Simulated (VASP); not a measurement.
A run of VASP 6.6.1 is set up as follows.

File INCAR:

```
PREC     = Accurate       # precision mode
ENCUT    = 600            # plane-wave cutoff, eV
EDIFF    = 1E-6           # SCF threshold, eV
ISMEAR   = 0              # smearing method
SIGMA    = 0.1            # smearing width, eV
LREAL    = F              # projectors in reciprocal space
LASPH    = T              # aspherical terms in the spheres
NELM     = 80             # most SCF steps
ALGO     = Fast           # electronic algorithm
ISIF     = 4              # what is computed and relaxed
LWAVE    = F              # write WAVECAR
LCHARG   = F              # write CHGCAR
GGA      = PS             # functional
IBRION   = 2              # ionic algorithm
NSW      = 50             # ionic steps
EDIFFG   = -0.01          # ionic threshold
```

KPOINTS

```
regular mesh
0
Gamma
  12 12 8
```

File POSCAR:

```
Ca
1.0
    3.7749886203      0.0000000000      0.0000000000
   -1.8874943102      3.2692360442      0.0000000000
    0.0000000000      0.0000000000      6.2107575938
Ca
2
Direct
    0.3333333333      0.6666666667      0.2500000000
    0.6666666667      0.3333333333      0.7500000000
```

Potentials or basis: VASP PAW PBE potentials, release 64 (Ca_sv).

The run is started by

```console
$ cat potpaw_PBE.64/Ca_sv/POTCAR > POTCAR
$ mpirun -np 1 vasp_std > vasp.out
```

Problem. Predict the band gap on the k mesh.

Solution. Zero (bands 10 and 11 overlap by 0.42 eV).

Final structure:
```
Ca
1.0
     3.77056    0.00000    0.00000
    -1.88528    3.26540    0.00000
     0.00000    0.00000    6.22534
Ca
2
Cartesian
  0.0000 2.1769 1.5563
  1.8853 1.0885 4.6690
```
